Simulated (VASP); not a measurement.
Ti, 1 atom in the cell. It takes space group Im-3m (No. 229, cubic). Conventional cell: a = 3.282 Å, b = 3.282 Å, c = 3.282 Å, α = 90.00°, β = 90.00°, γ = 90.00°. Ti (site symmetry m-3m) has 14 Ti at 2.84 to 3.28 Å within 3.7 Å. 

```yaml
Program: VASP 6.6.1
Task: single point
Functional: PBE
Potentials_or_basis: VASP PAW PBE potentials, release 64 (Ti_sv)
Cutoff: 520 eV
k_mesh: 11 × 11 × 11
Occupations: gaussian, width 0.025 eV
Spin: no spin polarisation
Dipole_correction: no
Further_INCAR_settings: ALGO = Fast; EDIFF = 1e-06; NBANDS = 12
```

Potentials or basis: VASP PAW PBE potentials, release 64 (Ti_sv).

Run with:

```console
$ cat potpaw_PBE.64/Ti_sv/POTCAR > POTCAR
$ mpirun -np 1 vasp_std > vasp.out
```

Hardware: 1 thread of Intel(R) Xeon(R) Platinum 8259CL CPU @ 2.50GHz (Skylake/Cascade Lake), on a shared host.

How long does it take, and how much memory?

It took 24 s on 1 thread of Intel(R) Xeon(R) Platinum 8259CL CPU @ 2.50GHz (Skylake/Cascade Lake), on a shared host, peak memory 0.14 GiB. Counts: scf iterations 21, k points 56.
